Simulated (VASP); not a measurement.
# B17P16 (a cell with a defect) in VASP: notebook

The runs below take B17P16 (a cell with a defect) through single point, with PBE.

Program: VASP 6.6.1. These are calculated values, not measurements. Logs are shortened: lines on timing, memory, paths and dates and some standing lists are left out, and cuts for length are marked.

## Step 1: The cell of the first run

The cell holds a defect, 33 atoms: a = 7.878 Å, b = 7.878 Å, c = 7.878 Å, α = 109.47°, β = 109.47°, γ = 109.47°.

## Step 2: Single point, PBE (with an interstitial atom, then relaxed in part)

Contents of INCAR:

```
SYSTEM = B17P16
PREC = Accurate
ENCUT = 520
EDIFF = 1E-7
ISMEAR = 0
SIGMA = 0.01
LREAL = Auto
LASPH = .True.
NELM = 60
ALGO = Normal
ISIF = 2
LWAVE = .False.
LCHARG = .True.
GGA = PE
LELF = .True.
LVHAR = .True.
NBANDS = 88
NELECT = 130.0
```

Contents of KPOINTS:

```
Automatic mesh
0
Gamma
  2 2 2
  0.5 0.5 0.5
```

Contents of POSCAR:

```
B17P16
1.0
   -4.5481927936      4.5481927936     -4.5481927936
    4.5481927936     -4.5481927936     -4.5481927936
   -4.5481927936     -4.5481927936      4.5481927936
B P
17 16
Direct
    0.0000000000      0.2500000000      0.7500000000
    0.7500000000      0.2500000000      1.0000000000
    0.5000000000      0.2456159878      0.2456159878
    0.2500000000      0.0000000000      0.7500000000
    0.2456159878      0.2456159878      0.5000000000
    1.0091286897      1.0091286897      1.0091286897
    0.7500000000      0.0000000000      0.2500000000
    0.5000000000      0.7543840122      0.7543840122
    0.5000000000     -0.0091286897      0.5000000000
    0.2500000000      0.7500000000      1.0000000000
    0.0000000000      0.7500000000      0.2500000000
    0.7543840122      0.5000000000      0.7543840122
    0.7543840122      0.7543840122      0.5000000000
    0.5000000000      0.5000000000      0.9908713103
    0.2456159878      0.5000000000      0.2456159878
   -0.0091286897      0.5000000000      0.5000000000
    0.5000000000      0.5000000000      0.5000000000
    0.0011169794      0.5000000000      0.7511960869
    0.7511960869      0.5000000000      0.0011169794
    0.5000000000      0.5000000000      0.2419383985
    0.2488039131      0.2488039131      0.7499208925
    0.2419383985      0.5000000000      0.5000000000
   -0.0011169794      0.2500791075     -0.0011169794
    0.7499208925      0.2488039131      0.2488039131
    0.5000000000      0.0011169794      0.7511960869
    0.5000000000      0.2419383985      0.5000000000
    0.2500791075     -0.0011169794     -0.0011169794
   -0.0011169794     -0.0011169794      0.2500791075
    0.7580616015      0.7580616015      0.7580616015
    0.7511960869      0.0011169794      0.5000000000
    0.5000000000      0.7511960869      0.0011169794
    0.2488039131      0.7499208925      0.2488039131
    0.0011169794      0.7511960869      0.5000000000
```

Potentials or basis: VASP PAW PBE potentials, release 64 (B, P).

Started as:

```console
$ cat potpaw_PBE.64/B/POTCAR potpaw_PBE.64/P/POTCAR > POTCAR
$ mpirun -np 1 vasp_std > vasp.out
```

OUTCAR:

```text
SYSTEM = B17P16
   PREC = Accurate
   ENCUT = 520
   EDIFF = 1E-7
   ISMEAR = 0
   LREAL = Auto
   LASPH = .True.
   NELM = 60
   ISIF = 2
   GGA = PE
   NELECT = 130.0

 ion  position               nearest neighbor table
   1  0.000  0.250  0.750-  18 1.96  21 1.96  23 1.96  30 1.96
   2  0.750  0.250  0.000-  19 1.96  23 1.96  24 1.96  25 1.96
   3  0.500  0.246  0.246-  24 1.95  27 1.95  26 2.01  20 2.01
   4  0.250  0.000  0.750-  21 1.96  25 1.96  27 1.96  33 1.96
   5  0.246  0.246  0.500-  21 1.95  28 1.95  26 2.01  22 2.01
   6  0.009  0.009  0.009-  23 1.95  27 1.95  28 1.95  29 1.98
[... 11 lines left out ...]
  18  0.001  0.500  0.751-  12 1.95  16 1.95   1 1.96  10 1.96
  19  0.751  0.500  0.001-  12 1.95  14 1.95   2 1.96  11 1.96
  20  0.500  0.500  0.242-  14 1.98  13 2.01   3 2.01  15 2.01  17 2.03
  21  0.249  0.249  0.750-   5 1.95  14 1.95   1 1.96   4 1.96
  22  0.242  0.500  0.500-  16 1.98   8 2.01  15 2.01   5 2.01  17 2.03
  23  0.999  0.250  0.999-  15 1.95   6 1.95   1 1.96   2 1.96
  24  0.750  0.249  0.249-   3 1.95  16 1.95   7 1.96   2 1.96
  25  0.500  0.001  0.751-   8 1.95   9 1.95   2 1.96   4 1.96
  26  0.500  0.242  0.500-   9 1.98   5 2.01   3 2.01  12 2.01  17 2.03
  27  0.250  0.999  0.999-   3 1.95   6 1.95   4 1.96  10 1.96
  28  0.999  0.999  0.250-   5 1.95   6 1.95   7 1.96  11 1.96
  29  0.758  0.758  0.758-   6 1.98   8 2.01  12 2.01  13 2.01  17 2.03
  30  0.751  0.001  0.500-  13 1.95   9 1.95   1 1.96   7 1.96
  31  0.500  0.751  0.001-   8 1.95  14 1.95  10 1.96   7 1.96
  32  0.249  0.750  0.249-  15 1.95   9 1.95  11 1.96  10 1.96
  33  0.001  0.751  0.500-  13 1.95  16 1.95   4 1.96  11 1.96

  LATTYP: Found a body centered cubic cell.
 ALAT       =     9.0963855872

  Lattice vectors:

 A1 = (  -4.5481927936,   4.5481927936,  -4.5481927936)
 A2 = (   4.5481927936,  -4.5481927936,  -4.5481927936)
 A3 = (  -4.5481927936,  -4.5481927936,   4.5481927936)

Analysis of symmetry for initial positions (statically):
=====================================================================
 Subroutine PRICEL returns:
 Original cell was already a primitive cell.

 Routine SETGRP: Setting up the symmetry group for a
 body centered cubic supercell.

 Subroutine GETGRP returns: Found 24 space group operations
 (whereof  6 operations were pure point group operations)
 out of a pool of 48 trial point group operations.

The static configuration has the point symmetry C_3v.
 The point group associated with its full space group is T_d .

Analysis of symmetry for dynamics (positions and initial velocities):
=====================================================================
 Subroutine PRICEL returns:
 Original cell was already a primitive cell.

 Routine SETGRP: Setting up the symmetry group for a
 body centered cubic supercell.

 Subroutine GETGRP returns: Found 24 space group operations
 (whereof  6 operations were pure point group operations)
 out of a pool of 48 trial point group operations.

The dynamic configuration has the point symmetry C_3v.
 The point group associated with its full space group is T_d .

 Subroutine INISYM returns: Found 24 space group operations
 (whereof  6 operations are pure point group operations),
 and found     1 'primitive' translations

----------------------------------------------------------------------------------------

                                     Primitive cell

  volume of cell :     376.3367

  direct lattice vectors                    reciprocal lattice vectors
    -4.548192794  4.548192794 -4.548192794    -0.109933774  0.000000000 -0.109933774
     4.548192794 -4.548192794 -4.548192794     0.000000000 -0.109933774 -0.109933774
    -4.548192794 -4.548192794  4.548192794    -0.109933774 -0.109933774  0.000000000

  length of vectors
     7.877701001  7.877701001  7.877701001     0.155469835  0.155469835  0.155469835

  position of ions in fractional coordinates (direct lattice)
     0.000000000  0.250000000  0.750000000
     0.750000000  0.250000000  0.000000000
     0.500000000  0.245615988  0.245615988
     0.250000000  0.000000000  0.750000000
     0.245615988  0.245615988  0.500000000
     0.009128690  0.009128690  0.009128690
[... 25 lines left out ...]
     0.248803913  0.749920893  0.248803913
     0.001116979  0.751196087  0.500000000

  ion indices of the primitive-cell ions
   primitive index   ion index
                 1           1
                 2           2
                 3           3
                 4           4
                 5           5
                 6           6
[... 25 lines left out ...]
                32          32
                33          33

----------------------------------------------------------------------------------------

 KPOINTS: Automatic mesh

Automatic generation of k-mesh.
 Grid dimensions read from file:
 generate k-points for:    2    2    2

 Generating k-lattice:

  Cartesian coordinates                     Fractional coordinates (reciprocal lattice)
    -0.054966887  0.000000000 -0.054966887     0.500000000  0.000000000  0.000000000
     0.000000000 -0.054966887 -0.054966887     0.000000000  0.500000000  0.000000000
    -0.054966887 -0.054966887  0.000000000     0.000000000  0.000000000  0.500000000

  Length of vectors
     0.077734917  0.077734917  0.077734917

  Shift w.r.t. Gamma in fractional coordinates (k-lattice)
     0.500000000  0.500000000  0.500000000

 Subroutine IBZKPT returns following result:
 ===========================================

 Found      2 irreducible k-points:

 Following reciprocal coordinates:
            Coordinates               Weight
  0.250000  0.250000  0.250000      2.000000
 -0.250000  0.250000  0.250000      6.000000
   k-points           NKPTS =      2   k-points in BZ     NKDIM =      2   number of bands    NBANDS=     88
   number of dos      NEDOS =    301   number of ions     NIONS =     33
   total plane-waves  NPLWV = 216000
   dimension x,y,z NGX =    60 NGY =   60 NGZ =   60
   dimension x,y,z NGXF=   120 NGYF=  120 NGZF=  120
   ions per type =              17  16
   NGX,Y,Z   is equivalent  to a cutoff of  12.66, 12.66, 12.66 a.u.
   NGXF,Y,Z  is equivalent  to a cutoff of  25.32, 25.32, 25.32 a.u.
 SYSTEM =  B17P16
   PREC   = accura    normal or accurate (medium, high low for compatibility)
   ISTART =      0    job   : 0-new  1-cont  2-samecut
   ICHARG =      2    charge: 1-file 2-atom 10-const
   ISPIN  =      1    spin polarized calculation?
   LNONCOLLINEAR =      F non collinear calculations
   LSORBIT =      F    spin-orbit coupling
   LASPH  =      T    aspherical Exc in radial PAW
   ENCUT  =  520.0 eV  38.22 Ry    6.18 a.u.  14.65 14.65 14.65*2*pi/ulx,y,z
   NELM   =     60;   NELMIN=  2; NELMDL= -5     # of ELM steps
   EDIFF  = 0.1E-06   stopping-criterion for ELM
   LREAL  =      T    real-space projection
   EDIFFG = 0.1E-05   stopping-criterion for IOM
   NSW    =      0    number of steps for IOM
   IBRION =     -1    ionic relax: 0-MD 1-quasi-New 2-CG
   NFREE  =      0    steps in history (QN), initial steepest desc. (CG)
   ISIF   =      2    stress and relaxation
   ISYM   =      2    0-nonsym 1-usesym 2-fastsym
   POTIM  = 0.5000    time-step for ionic-motion
   TEBEG  =    0.0;   TEEND  =   0.0 temperature during run
   PSTRESS=    0.0 pullay stress
   NELECT =     130.0000    total number of electrons
   NUPDOWN=      -1.0000    fix difference up-down
   EMIN   =  10.00;   EMAX   =-10.00  energy-range for DOS
   EFERMI =   0.00;   METHOD = LEGACY
   ISMEAR =     0;   SIGMA  =   0.01  broadening in eV -4-tet -1-fermi 0-gaus
   EFERMI_NEDOS =   21; number of points for ismear=-14 and -15
   IALGO  =     38    algorithm
   IMIX   =      4    mixing-type and parameters
     AMIX     =   0.40;   BMIX     =  1.00
     AMIX_MAG =   1.60;   BMIX_MAG =  1.00
  volume/ion in A,a.u.               =      11.40        76.96
  Fermi-wavevector in a.u.,A,eV,Ry     =   1.148675  2.170681 17.952258  1.319454
  Thomas-Fermi vector in A             =   2.285349
   LORBIT       =      0    0 simple, 1 ext, 2 COOP (PROOUT), +10 PAW based schemes
   GGA     = PE    functional components
   LHFCALC =     F    Hartree Fock is set to
   AEXX    =    0.0000 exact exchange contribution
   IVDW    =     0    specifies the selected vdW correction
   LEPSILON=     F    determine dielectric tensor
   LRPA    =     F    only Hartree local field effects (RPA)
 non-spin polarized calculation
 Gauss-broadening in eV      SIGMA  =   0.01
  energy-cutoff  :      520.00
  volume of cell :      376.34
 maximum number of plane-waves:     10168
 NGX is ok and might be reduce to    60
   NGX = 29   NGY = 29   NGZ = 29

 number of electron     130.0000009 magnetization

 Free energy of the ion-electron system (eV)
  ---------------------------------------------------
  ext. energy  EPLUGINS =         0.00000000
  ---------------------------------------------------
  free energy    TOTEN  =      -215.37321194 eV

  energy without entropy =     -215.37321194  energy(sigma->0) =     -215.37321194

 E-fermi :   7.7614     XC(G=0): -10.9582

 val. band max:        7.7150385709   @ k =  -0.2500   0.2500   0.2500
 cond. band min:       9.0980206465   @ k =   0.2500   0.2500   0.2500
 fundamental gap:      1.3829820757
 Fermi energy:         7.7614135952

 k-point     1 :       0.2500    0.2500    0.2500
  band No.  band energies     occupation
      1      -7.6177      2.00000
      2      -6.8171      2.00000
      3      -6.8171      2.00000
      4      -6.8171      2.00000
      5      -4.8165      2.00000
      6      -4.6583      2.00000
[... 69 lines left out ...]
     76      10.0817      0.00000
     77      10.9893      0.00000

 k-point     2 :      -0.2500    0.2500    0.2500
  band No.  band energies     occupation
      1      -7.8719      2.00000
      2      -6.7034      2.00000
      3      -6.1807      2.00000
      4      -6.1807      2.00000
      5      -6.0264      2.00000
      6      -5.1775      2.00000
[... 69 lines left out ...]
     76      11.1387      0.00000
     77      11.1387      0.00000
 [bands above 77 left out]

------------------------ aborting loop because EDIFF is reached ----------------------------------------

  FORCE on cell =-STRESS in cart. coord.  units (eV):
  Direction    XX          YY          ZZ          XY          YZ          ZX
  --------------------------------------------------------------------------------------
  -------------------------------------------------------------------------------------
  Total       -4.9511055     -4.9511055     -4.9511055      0.0000000      0.0000000     -0.0000000
  in kB      -21.0783287    -21.0783287    -21.0783287      0.0000000      0.0000000     -0.0000000
  external PRESSURE =     -21.0783287 kB  Pullay stress =       0.0000000 kB

 VOLUME and BASIS-vectors are now :
 -----------------------------------------------------------------------------
  energy-cutoff  :      520.00
  volume of cell :      376.34
      direct lattice vectors                 reciprocal lattice vectors
    -4.548192794  4.548192794 -4.548192794    -0.109933774  0.000000000 -0.109933774
     4.548192794 -4.548192794 -4.548192794     0.000000000 -0.109933774 -0.109933774
    -4.548192794 -4.548192794  4.548192794    -0.109933774 -0.109933774  0.000000000

 POSITION                                       TOTAL-FORCE (eV/Angst)
 -----------------------------------------------------------------------------------
     -2.27410     -4.54819      2.27410         0.000000     -0.000000      0.000000
     -2.27410      2.27410     -4.54819         0.000000     -0.000000      0.000000
     -2.27410      0.03988     -2.27410         0.000000     -0.014125      0.000000
     -4.54819     -2.27410      2.27410         0.000000     -0.000000      0.000000
     -2.27410     -2.27410      0.03988         0.000000     -0.000000     -0.014125
     -0.04152     -0.04152     -0.04152        -0.001717     -0.001717     -0.001717
[... 25 lines left out ...]
      1.14757     -3.41078     -3.41078         0.006122      0.000972      0.000972
      1.13741     -5.68560     -1.14757         0.000972     -0.000972     -0.006122
 -----------------------------------------------------------------------------------
    total drift:                               -0.000000     -0.000000     -0.000001

  FREE ENERGIE OF THE ION-ELECTRON SYSTEM (eV)
  ---------------------------------------------------
  free  energy   TOTEN  =      -215.3732119400 eV

  energy  without entropy=     -215.3732119400  energy(sigma->0) =     -215.37321194
```

It took 97 s on 1 thread of Intel Xeon Platinum 8488C (Sapphire Rapids), shared host; peak memory 0.49 GiB.

Results:

| Property | Result |
| --- | --- |
| Free energy | -215.3732 eV |
| Largest force | 0.015 eV/Å |

Forces on the atoms (eV/Å):
```
B    0.000  0.000  0.000
B    0.000  0.000  0.000
B    0.000 -0.014  0.000
B    0.000  0.000  0.000
B    0.000  0.000 -0.014
B   -0.002 -0.002 -0.002
B    0.000  0.000  0.000
B    0.000  0.014  0.000
B   -0.002  0.002  0.002
B    0.000  0.000  0.000
B    0.000  0.000  0.000
B    0.014  0.000  0.000
B    0.000  0.000  0.014
B    0.002  0.002 -0.002
B   -0.014  0.000  0.000
B    0.002 -0.002  0.002
B    0.000  0.000  0.000
P   -0.006 -0.001  0.001
P   -0.006  0.001 -0.001
P   -0.008 -0.008  0.008
P    0.001  0.001  0.006
P   -0.008  0.008 -0.008
P    0.006 -0.001 -0.001
P    0.001  0.006  0.001
P   -0.001 -0.006  0.001
P    0.008 -0.008 -0.008
P   -0.001  0.006 -0.001
P   -0.001 -0.001  0.006
P    0.008  0.008  0.008
P   -0.001  0.001 -0.006
P    0.001 -0.006 -0.001
P    0.006  0.001  0.001
P    0.001 -0.001 -0.006
```

Levels at points of the mesh, in eV from the Fermi level:
| k point | band 61 | band 62 | band 63 | band 64 | band 65 | band 66 | band 67 | band 68 | band 69 | band 70 |
| --- | --- | --- | --- | --- | --- | --- | --- | --- | --- | --- |
| (0.25, 0.25, 0.25) | -1.40 | -1.33 | -1.33 | -1.33 | -0.30 | 1.34 | 1.34 | 1.34 | 2.19 | 2.19 |

Caveat: the cell carries a net charge on a neutralising background, which shifts energy and pressure; the cell differs from its parent crystal (with an interstitial atom, then relaxed in part); the cell is charged against a uniform background, so pressure and absolute levels hang on convention.

## Step 3: Single point, PBE (with an interstitial atom, then relaxed in part)

Contents of INCAR:

```
PREC = Accurate ; ENCUT = 520
EDIFF = 1E-6 ; ISMEAR = 0
SIGMA = 0.01 ; LREAL = Auto
LASPH = T ; NELM = 100
ALGO = Normal ; ISIF = 2
LWAVE = F ; LCHARG = F
GGA = PE ; NELECT = 128.0
NBANDS = 88
```

KPOINTS is that of step 2.

Contents of POSCAR:

```
B17P16
1.0
   -4.5481927936      4.5481927936     -4.5481927936
    4.5481927936     -4.5481927936     -4.5481927936
   -4.5481927936     -4.5481927936      4.5481927936
B P
17 16
Direct
    0.0000000000      0.2500000000      0.7500000000
    0.7500000000      0.2500000000      1.0000000000
    0.5000000000      0.2488469920      0.2488469920
    0.2500000000      0.0000000000      0.7500000000
    0.2488469920      0.2488469920      0.5000000000
    1.0104570318      1.0104570318      1.0104570318
    0.7500000000      0.0000000000      0.2500000000
    0.5000000000      0.7511530080      0.7511530080
    0.5000000000     -0.0104570318      0.5000000000
    0.2500000000      0.7500000000      1.0000000000
    0.0000000000      0.7500000000      0.2500000000
    0.7511530080      0.5000000000      0.7511530080
    0.7511530080      0.7511530080      0.5000000000
    0.5000000000      0.5000000000      0.9895429682
    0.2488469920      0.5000000000      0.2488469920
   -0.0104570318      0.5000000000      0.5000000000
    0.5000000000      0.5000000000      0.5000000000
    0.0008156837      0.5000000000      0.7505715886
    0.7505715886      0.5000000000      0.0008156837
    0.5000000000      0.5000000000      0.2419184110
    0.2494284114      0.2494284114      0.7502440950
    0.2419184110      0.5000000000      0.5000000000
   -0.0008156837      0.2497559050     -0.0008156837
    0.7502440950      0.2494284114      0.2494284114
    0.5000000000      0.0008156837      0.7505715886
    0.5000000000      0.2419184110      0.5000000000
    0.2497559050     -0.0008156837     -0.0008156837
   -0.0008156837     -0.0008156837      0.2497559050
    0.7580815890      0.7580815890      0.7580815890
    0.7505715886      0.0008156837      0.5000000000
    0.5000000000      0.7505715886      0.0008156837
    0.2494284114      0.7502440950      0.2494284114
    0.0008156837      0.7505715886      0.5000000000
```

Potentials or basis: VASP PAW PBE potentials, release 64 (B, P).

Started as:

```console
$ cat potpaw_PBE.64/B/POTCAR potpaw_PBE.64/P/POTCAR > POTCAR
$ mpirun -np 1 vasp_std > vasp.out
```

It took 1.8 min on 1 thread of Intel Xeon Platinum 8488C (Sapphire Rapids), shared host; peak memory 0.49 GiB.

It converged, with:

| Item | Value |
| --- | --- |
| Free energy | -230.4820 eV |
| Largest force | 0.012 eV/Å |

Forces in eV/Å, atoms in the order of the input:
```
B    0.000  0.000  0.000
B    0.000  0.000  0.000
B    0.000  0.001  0.000
B    0.000  0.000  0.000
B    0.000  0.000  0.001
B   -0.006 -0.006 -0.006
B    0.000  0.000  0.000
B    0.000 -0.001  0.000
B   -0.006  0.006  0.006
B    0.000  0.000  0.000
B    0.000  0.000  0.000
B   -0.001  0.000  0.000
B    0.000  0.000 -0.001
B    0.006  0.006 -0.006
B    0.001  0.000  0.000
B    0.006 -0.006  0.006
B    0.000  0.000  0.000
P   -0.007 -0.004  0.004
P   -0.007  0.004 -0.004
P    0.007  0.007 -0.007
P    0.004  0.004  0.007
P    0.007 -0.007  0.007
P    0.007 -0.004 -0.004
P    0.004  0.007  0.004
P   -0.004 -0.007  0.004
P   -0.007  0.007  0.007
P   -0.004  0.007 -0.004
P   -0.004 -0.004  0.007
P   -0.007 -0.007 -0.007
P   -0.004  0.004 -0.007
P    0.004 -0.007 -0.004
P    0.007  0.004  0.004
P    0.004 -0.004 -0.007
```

Levels at points of the mesh, in eV from the Fermi level:
| k point | band 60 | band 61 | band 62 | band 63 | band 64 | band 65 | band 66 | band 67 | band 68 | band 69 |
| --- | --- | --- | --- | --- | --- | --- | --- | --- | --- | --- |
| (0.25, 0.25, 0.25) | -0.18 | -0.18 | -0.08 | -0.08 | -0.08 | 0.63 | 2.33 | 2.33 | 2.33 | 3.39 |

Caveat: the cell carries a net charge on a neutralising background, which shifts energy and pressure; the cell differs from its parent crystal (with an interstitial atom, then relaxed in part); the cell is charged against a uniform background, so pressure and absolute levels hang on convention.
